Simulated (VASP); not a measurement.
# Rh (P6_3/mmc) in VASP: a series of runs

The runs below take Rh through single point, with PBE.

Program: VASP 6.6.1. These are calculated values, not measurements. Logs are shortened: lines on timing, memory, paths and dates and some standing lists are left out, and cuts for length are marked.

## 1. The cell of the first run

It takes space group P6_3/mmc (No. 194, hexagonal). Conventional cell: a = 2.731 Å, b = 2.731 Å, c = 4.428 Å, α = 90.00°, β = 90.00°, γ = 120.00°. Rh (site symmetry -6m2) has 12 Rh at 2.72 to 2.73 Å within 3.6 Å.

## 2. Single point, PBE

Contents of INCAR:

```
PREC = Accurate
ENCUT = 520
EDIFF = 1E-6
ISMEAR = -1
SIGMA = 0.05
LREAL = F
LASPH = T
NELM = 80
ALGO = Normal
ISIF = 2
LWAVE = F
LCHARG = T
GGA = PE
LELF = T
LVHAR = T
NBANDS = 22
```

Contents of KPOINTS:

```
Automatic mesh
0
Gamma
  11 11 6
```

Contents of POSCAR:

```
Rh
1.0
    2.7309790422      0.0000000000      0.0000000000
   -1.3654895211      2.3650972278      0.0000000000
    0.0000000000      0.0000000000      4.4284890000
Rh
2
Direct
    0.3333333333      0.6666666667      0.2500000000
    0.6666666667      0.3333333333      0.7500000000
```

Potentials or basis: VASP PAW PBE potentials, release 64 (Rh_pv).

The run is started by

```
$ cat potpaw_PBE.64/Rh_pv/POTCAR > POTCAR
$ mpirun -np 1 vasp_std > vasp.out
```

OUTCAR:

```text
PREC = Accurate
   ENCUT = 520
   EDIFF = 1E-6
   ISMEAR = -1
   LREAL = F
   LASPH = T
   NELM = 80
   ISIF = 2
   GGA = PE

 ion  position               nearest neighbor table
   1  0.333  0.667  0.250-   2 2.72   2 2.72   2 2.72   2 2.72   2 2.72   2 2.72
   2  0.667  0.333  0.750-   1 2.72   1 2.72   1 2.72   1 2.72   1 2.72   1 2.72

  LATTYP: Found a hexagonal cell.
 ALAT       =     2.7309790422
 C/A-ratio  =     1.6215756077

  Lattice vectors:

 A1 = (   2.7309790422,   0.0000000000,   0.0000000000)
 A2 = (  -1.3654895211,   2.3650972278,   0.0000000000)
 A3 = (   0.0000000000,   0.0000000000,   4.4284890000)

Analysis of symmetry for initial positions (statically):
=====================================================================
 Subroutine PRICEL returns:
 Original cell was already a primitive cell.

 Routine SETGRP: Setting up the symmetry group for a
 hexagonal supercell.

 Subroutine GETGRP returns: Found 24 space group operations
 (whereof 12 operations were pure point group operations)
 out of a pool of 24 trial point group operations.

The static configuration has the point symmetry D_3d.
 The point group associated with its full space group is D_6h.

Analysis of symmetry for dynamics (positions and initial velocities):
=====================================================================
 Subroutine PRICEL returns:
 Original cell was already a primitive cell.

 Routine SETGRP: Setting up the symmetry group for a
 hexagonal supercell.

 Subroutine GETGRP returns: Found 24 space group operations
 (whereof 12 operations were pure point group operations)
 out of a pool of 24 trial point group operations.

The dynamic configuration has the point symmetry D_3d.
 The point group associated with its full space group is D_6h.

 Subroutine INISYM returns: Found 24 space group operations
 (whereof 12 operations are pure point group operations),
 and found     1 'primitive' translations

----------------------------------------------------------------------------------------

                                     Primitive cell

  volume of cell :      28.6037

  direct lattice vectors                    reciprocal lattice vectors
     2.730979042  0.000000000  0.000000000     0.366169049  0.211407799  0.000000000
    -1.365489521  2.365097228  0.000000000     0.000000000  0.422815599  0.000000000
     0.000000000  0.000000000  4.428489000     0.000000000  0.000000000  0.225810655

  length of vectors
     2.730979042  2.730979042  4.428489000     0.422815599  0.422815599  0.225810655

  position of ions in fractional coordinates (direct lattice)
     0.333333333  0.666666667  0.250000000
     0.666666667  0.333333333  0.750000000

  ion indices of the primitive-cell ions
   primitive index   ion index
                 1           1
                 2           2

----------------------------------------------------------------------------------------

 KPOINTS: Automatic mesh

Automatic generation of k-mesh.
 Grid dimensions read from file:
 generate k-points for:   11   11    6

 Generating k-lattice:

  Cartesian coordinates                     Fractional coordinates (reciprocal lattice)
     0.033288095  0.019218891  0.000000000     0.090909091  0.000000000  0.000000000
     0.000000000  0.038437782  0.000000000     0.000000000  0.090909091  0.000000000
     0.000000000  0.000000000  0.037635109     0.000000000  0.000000000  0.166666667

  Length of vectors
     0.038437782  0.038437782  0.037635109

  Shift w.r.t. Gamma in fractional coordinates (k-lattice)
     0.000000000  0.000000000  0.000000000

 Subroutine IBZKPT returns following result:
 ===========================================

 Found     64 irreducible k-points:

 Following reciprocal coordinates:
            Coordinates               Weight
  0.000000  0.000000  0.000000      1.000000
  0.090909 -0.000000  0.000000      6.000000
  0.181818 -0.000000  0.000000      6.000000
  0.272727 -0.000000  0.000000      6.000000
  0.363636 -0.000000  0.000000      6.000000
  0.454545 -0.000000  0.000000      6.000000
[... 16 lines left out ...]
  0.090909  0.090909  0.166667     12.000000
  0.181818  0.090909  0.166667     24.000000
 [... further k-points ...]
   k-points           NKPTS =     64   k-points in BZ     NKDIM =     64   number of bands    NBANDS=     22
   number of dos      NEDOS =    301   number of ions     NIONS =      2
   total plane-waves  NPLWV =  14400
   dimension x,y,z NGX =    20 NGY =   20 NGZ =   36
   dimension x,y,z NGXF=    40 NGYF=   40 NGZF=   72
   ions per type =               2
   NGX,Y,Z   is equivalent  to a cutoff of  12.17, 12.17, 13.51 a.u.
   NGXF,Y,Z  is equivalent  to a cutoff of  24.35, 24.35, 27.03 a.u.
 SYSTEM =  unknown system
   PREC   = accura    normal or accurate (medium, high low for compatibility)
   ISTART =      0    job   : 0-new  1-cont  2-samecut
   ICHARG =      2    charge: 1-file 2-atom 10-const
   ISPIN  =      1    spin polarized calculation?
   LNONCOLLINEAR =      F non collinear calculations
   LSORBIT =      F    spin-orbit coupling
   LASPH  =      T    aspherical Exc in radial PAW
   ENCUT  =  520.0 eV  38.22 Ry    6.18 a.u.   5.08  5.08  8.23*2*pi/ulx,y,z
   NELM   =     80;   NELMIN=  2; NELMDL= -5     # of ELM steps
   EDIFF  = 0.1E-05   stopping-criterion for ELM
   LREAL  =      F    real-space projection
   EDIFFG = 0.1E-04   stopping-criterion for IOM
   NSW    =      0    number of steps for IOM
   IBRION =     -1    ionic relax: 0-MD 1-quasi-New 2-CG
   NFREE  =      0    steps in history (QN), initial steepest desc. (CG)
   ISIF   =      2    stress and relaxation
   ISYM   =      2    0-nonsym 1-usesym 2-fastsym
   POTIM  = 0.5000    time-step for ionic-motion
   TEBEG  =    0.0;   TEEND  =   0.0 temperature during run
   PSTRESS=    0.0 pullay stress
   NELECT =      30.0000    total number of electrons
   NUPDOWN=      -1.0000    fix difference up-down
   EMIN   =  10.00;   EMAX   =-10.00  energy-range for DOS
   EFERMI =   0.00;   METHOD = LEGACY
   ISMEAR =    -1;   SIGMA  =   0.05  broadening in eV -4-tet -1-fermi 0-gaus
   EFERMI_NEDOS =   21; number of points for ismear=-14 and -15
   IALGO  =     38    algorithm
   IMIX   =      4    mixing-type and parameters
     AMIX     =   0.40;   BMIX     =  1.00
     AMIX_MAG =   1.60;   BMIX_MAG =  1.00
  volume/ion in A,a.u.               =      14.30        96.51
  Fermi-wavevector in a.u.,A,eV,Ry     =   1.663314  3.143208 37.642066  2.766614
  Thomas-Fermi vector in A             =   2.750053
   LORBIT       =      0    0 simple, 1 ext, 2 COOP (PROOUT), +10 PAW based schemes
   GGA     = PE    functional components
   LHFCALC =     F    Hartree Fock is set to
   AEXX    =    0.0000 exact exchange contribution
   IVDW    =     0    specifies the selected vdW correction
   LEPSILON=     F    determine dielectric tensor
   LRPA    =     F    only Hartree local field effects (RPA)
 non-spin polarized calculation
  energy-cutoff  :      520.00
  volume of cell :       28.60
 maximum number of plane-waves:       785
   NGX = 11   NGY = 11   NGZ = 17

 number of electron      30.0000009 magnetization

 Free energy of the ion-electron system (eV)
  ---------------------------------------------------
  ext. energy  EPLUGINS =         0.00000000
  ---------------------------------------------------
  free energy    TOTEN  =       -14.44548770 eV

  energy without entropy =      -14.41536091  energy(sigma->0) =      -14.43042430

 E-fermi :  11.2717     XC(G=0): -13.7772

 val. band max:       11.2597811231   @ k =   0.3636   0.1818   0.3333
 cond. band min:      11.2728722957   @ k =   0.0909   0.0909   0.3333
 fundamental gap:      0.0130911726
 Fermi energy:        11.2716645203

 k-point     1 :       0.0000    0.0000    0.0000
  band No.  band energies     occupation
      1     -35.7559      2.00000
      2     -35.1871      2.00000
      3     -35.1871      2.00000
      4     -35.1066      2.00000
      5     -35.0944      2.00000
      6     -35.0944      2.00000
[... 14 lines left out ...]
     21      29.3294      0.00000
     22      29.9295      0.00000

 k-point     2 :       0.0909   -0.0000    0.0000
  band No.  band energies     occupation
      1     -35.7393      2.00000
      2     -35.2249      2.00000
      3     -35.1994      2.00000
      4     -35.1336      2.00000
      5     -35.1135      2.00000
      6     -35.1005      2.00000
[... 14 lines left out ...]
     21      29.6392      0.00000
     22      30.0169      0.00000

 k-point     3 :       0.1818   -0.0000    0.0000
  band No.  band energies     occupation
      1     -35.6923      2.00000
      2     -35.3265      2.00000
      3     -35.2371      2.00000
      4     -35.2313      2.00000
      5     -35.1343      2.00000
      6     -35.1179      2.00000
[... 14 lines left out ...]
     21      29.6514      0.00000
     22      29.7984      0.00000

 k-point     4 :       0.2727   -0.0000    0.0000
  band No.  band energies     occupation
      1     -35.6232      2.00000
      2     -35.4599      2.00000
      3     -35.3689      2.00000
      4     -35.2716      2.00000
      5     -35.1691      2.00000
      6     -35.1417      2.00000
[... 14 lines left out ...]
     21      27.3922      0.00000
     22      28.0838      0.00000

 k-point     5 :       0.3636   -0.0000    0.0000
  band No.  band energies     occupation
      1     -35.5826      2.00000
      2     -35.5458      2.00000
      3     -35.4866      2.00000
      4     -35.3077      2.00000
      5     -35.2148      2.00000
      6     -35.1643      2.00000
[... 417 lines left out ...]
 k-point    22 :       0.4545   -0.0000    0.1667
  band No.  band energies     occupation
      1     -35.6835      2.00000
      2     -35.5871      2.00000
      3     -35.4337      2.00000
      4     -35.3187      2.00000
      5     -35.2470      2.00000
      6     -35.1882      2.00000
[... 14 lines left out ...]
     21      24.9247      0.00000
     22      25.4139      0.00000

 k-point    23 :       0.0909    0.0909    0.1667
  band No.  band energies     occupation
      1     -35.6743      2.00000
      2     -35.2768      2.00000
      3     -35.2509      2.00000
      4     -35.2059      2.00000
      5     -35.1370      2.00000
      6     -35.1251      2.00000
[... 14 lines left out ...]
     21      28.8633      0.00000
     22      29.7289      0.00000

 k-point    24 :       0.1818    0.0909    0.1667
  band No.  band energies     occupation
      1     -35.6321      2.00000
      2     -35.3799      2.00000
      3     -35.3537      2.00000
      4     -35.2494      2.00000
      5     -35.1635      2.00000
      6     -35.1520      2.00000
[... 14 lines left out ...]
     21      27.1403      0.00000
     22      28.5428      0.00000

 [... further k-points ...]
[... 5 lines left out ...]
  --------------------------------------------------------------------------------------
  -------------------------------------------------------------------------------------
  Total       -0.5390240     -0.5390240     -0.7627353      0.0000000      0.0000000      0.0000000
  in kB      -30.1922699    -30.1922699    -42.7229736      0.0000000      0.0000000      0.0000000
  external PRESSURE =     -34.3691711 kB  Pullay stress =       0.0000000 kB

 VOLUME and BASIS-vectors are now :
 -----------------------------------------------------------------------------
  energy-cutoff  :      520.00
  volume of cell :       28.60
      direct lattice vectors                 reciprocal lattice vectors
     2.730979042  0.000000000  0.000000000     0.366169049  0.211407799  0.000000000
    -1.365489521  2.365097228  0.000000000     0.000000000  0.422815599  0.000000000
     0.000000000  0.000000000  4.428489000     0.000000000  0.000000000  0.225810655

 POSITION                                       TOTAL-FORCE (eV/Angst)
 -----------------------------------------------------------------------------------
     -0.00000      1.57673      1.10712         0.000000      0.000000      0.000000
      1.36549      0.78837      3.32137         0.000000     -0.000000      0.000000
 -----------------------------------------------------------------------------------
    total drift:                               -0.000000      0.000000     -0.000000

  FREE ENERGIE OF THE ION-ELECTRON SYSTEM (eV)
  ---------------------------------------------------
  free  energy   TOTEN  =       -14.4454877040 eV

  energy  without entropy=      -14.4153609058  energy(sigma->0) =      -14.43042430
```

Run time: 19 s. Hardware: 1 thread of Intel Xeon Platinum 8488C (Sapphire Rapids), shared host; peak memory 0.15 GiB.

What came out:

```yaml
Free_energy: -14.4455 eV
Pressure: -3.4 GPa
Band_gap_on_the_k_mesh: zero (band 15 reaches 11.85 eV, above the bottom of band 16 at 9.65 eV)
```

Levels at points of the mesh, in eV from the Fermi level:
| k point | band 12 | band 13 | band 14 | band 15 | band 16 | band 17 | band 18 | band 19 |
| --- | --- | --- | --- | --- | --- | --- | --- | --- |
| (0.00, 0.00, 0.00) | -2.36 | -2.36 | -1.77 | -1.77 | 0.14 | 0.14 | 0.76 | 8.22 |
| (0.00, 0.00, 0.50) | -2.94 | -2.94 | -2.94 | -0.40 | -0.40 | -0.40 | -0.40 | 14.65 |

## 3. Single point, PBE

This run uses another cell than the first one, of 14.59 Å³/atom, 1.020 times its volume.

Contents of INCAR:

```
PREC = Accurate ; ENCUT = 520
EDIFF = 1E-6 ; ISMEAR = -1
SIGMA = 0.05 ; LREAL = False
LASPH = True ; NELM = 60
ALGO = Normal ; ISIF = 2
LWAVE = False ; LCHARG = True
GGA = PE ; LELF = True
LVHAR = True ; NBANDS = 22
```

KPOINTS is that of step 2.

Contents of POSCAR:

```
Rh
1.0
    2.7490655232      0.0000000000      0.0000000000
   -1.3745327616      2.3807605798      0.0000000000
    0.0000000000      0.0000000000      4.4578175964
Rh
2
Direct
    0.3333333333      0.6666666667      0.2500000000
    0.6666666667      0.3333333333      0.7500000000
```

Potentials or basis: VASP PAW PBE potentials, release 64 (Rh_pv).

The run is started by

```
$ cat potpaw_PBE.64/Rh_pv/POTCAR > POTCAR
$ mpirun -np 1 vasp_std > vasp.out
```

It took 18 s on 1 thread of Intel Xeon Platinum 8488C (Sapphire Rapids), shared host; peak memory 0.16 GiB.

The run converged. Its results:

```yaml
Free_energy: -14.4256 eV
Pressure: -7.9 GPa
Band_gap_on_the_k_mesh: zero (band 15 reaches 11.48 eV, above the bottom of band 16 at 9.35 eV)
```

Stress tensor (GPa, compression positive):
```
-7.44  0.00  0.00
 0.00 -7.44  0.00
 0.00  0.00 -8.76
```

Levels at points of the mesh, in eV from the Fermi level:
```
           k point  band 13  band 14  band 15  band 16  band 17  band 18
(0.00, 0.00, 0.00)    -2.28    -1.72    -1.72     0.13     0.13     0.79
(0.00, 0.00, 0.50)    -2.85    -2.85    -0.39    -0.39    -0.39    -0.39
```

(Continued in part 2 of 2.)
